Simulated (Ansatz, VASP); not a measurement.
**ScAg3 in VASP and in Ansatz**

Contents of INCAR:

```
  PREC = Accurate
  ENCUT = 520
  EDIFF = 1E-6
  ISMEAR = 0
  SIGMA = 0.05
  LREAL = F
  LASPH = T
  NELM = 100
  ALGO = Fast
  ISIF = 2
  LWAVE = F
  LCHARG = T
  GGA = CA
  LELF = T
  LVHAR = T
  NBANDS = 30
```

File KPOINTS:

```
Automatic mesh
0
Gamma
  10 10 10
```

Contents of POSCAR:

```
ScAg3
1.0
    0.0000000000      3.3198771300      3.3198771300
    3.3198771300      0.0000000000      3.3198771300
    3.3198771300      3.3198771300      0.0000000000
Sc Ag
1 3
Direct
    0.0000000000      0.0000000000      0.0000000000
    0.2500000000      0.2500000000      0.2500000000
    0.7500000000      0.7500000000      0.7500000000
    0.5000000000      0.5000000000      0.5000000000
```

Input for Ansatz:

```yaml
crystal:
  lattice:
    - [0.0, 3.31987713, 3.31987713]
    - [3.31987713, 0.0, 3.31987713]
    - [3.31987713, 3.31987713, 0.0]
  atoms:
    - { symbol: Sc, position: [0.0, 0.0, 0.0] }
    - { symbol: Ag, position: [0.25, 0.25, 0.25] }
    - { symbol: Ag, position: [0.75, 0.75, 0.75] }
    - { symbol: Ag, position: [0.5, 0.5, 0.5] }
basis:
  ecutwfc: 500
  fft_grid_basis: typed
kpoints:
  mp_grid: { grid: [10, 10, 10] }
hamiltonian:
  xc: lda
  pseudopotentials: { kind: paw }
scf:
  occupations: { method: gaussian, width: 0.05 }
output:
  forces: true
  stress: true
  eigenvalues: true
  bader: true
  write_density: true
  volumetric_format: npy
  elf: true
```

Alike in both runs: task single point; functional LDA; k mesh 10 × 10 × 10; occupations gaussian, width 0.05 eV; no spin polarisation.

|  | VASP | Ansatz |
| --- | --- | --- |
| version | VASP 6.6.1 | Ansatz 0.2.0 |
| potentials or method | VASP PAW LDA potentials, release 64 (Sc_sv, Ag), cutoff 520 eV | scalar-relativistic, plane waves, PAW |
| valence electrons in the cell | 44 | 68 |

```tsv
	VASP	Ansatz	Ansatz less VASP
gap on the k mesh at the Fermi level (eV)	none	none	-
pressure (GPa)	-7.1	-7.3	-0.24
```

LDA's correlation is that of Perdew and Zunger in VASP and of Perdew and Wang (1992) in Ansatz. A gap of «none» marks a metal or a gap that the smearing closes. VASP's potentials hold 44 valence electrons a cell and Ansatz's 68, so a difference there can come from the potentials and not from the codes.
